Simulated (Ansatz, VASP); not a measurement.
# Two plane-wave programs on Al3Rh2

```xyz
5
Lattice="3.7252 0.0000 0.0000 0.0000 3.7252 0.0000 0.0000 0.0000 5.8620" Properties=species:S:1:pos:R:3 pbc="T T T"
Al    0.0000    0.0000    4.1601
Al    1.8626    0.0000    3.0762
Al    0.0000    1.8626    3.0762
Rh    0.0000    0.0000    1.4780
Rh    1.8626    1.8626    4.7161
```

Alike in both runs: task relaxation of cell and atoms; functional PBE; k mesh 6 × 6 × 4; occupations gaussian, width 0.1 eV; no spin polarisation.

|  | VASP | Ansatz |
| --- | --- | --- |
| version | VASP 6.6.1 | Ansatz 0.2.0 |
| potentials or method | VASP PAW PBE potentials, release 64 (Al, Rh_pv), cutoff 600 eV | scalar-relativistic, plane waves, PAW |
| valence electrons in the cell | 39 | 43 |

Ansatz gave:

```
gap on the k mesh at the Fermi level, each at its own relaxed structure (eV) : none
relaxed volume (Å³/atom)                                                     : 17.06
relaxed length of the cell vector where the two differ most in proportion (Å)              : 6.077
```

**Question.** Estimate VASP's values.

**Answer.** gap on the k mesh at the Fermi level, each at its own relaxed structure (eV): none; relaxed volume (Å³/atom): 17.04; relaxed length of the cell vector where the two differ most in proportion (Å): 6.088.

A gap of «none» marks a metal or a gap that the smearing closes. VASP's potentials hold 39 valence electrons a cell and Ansatz's 43, so a difference there can come from the potentials and not from the codes.
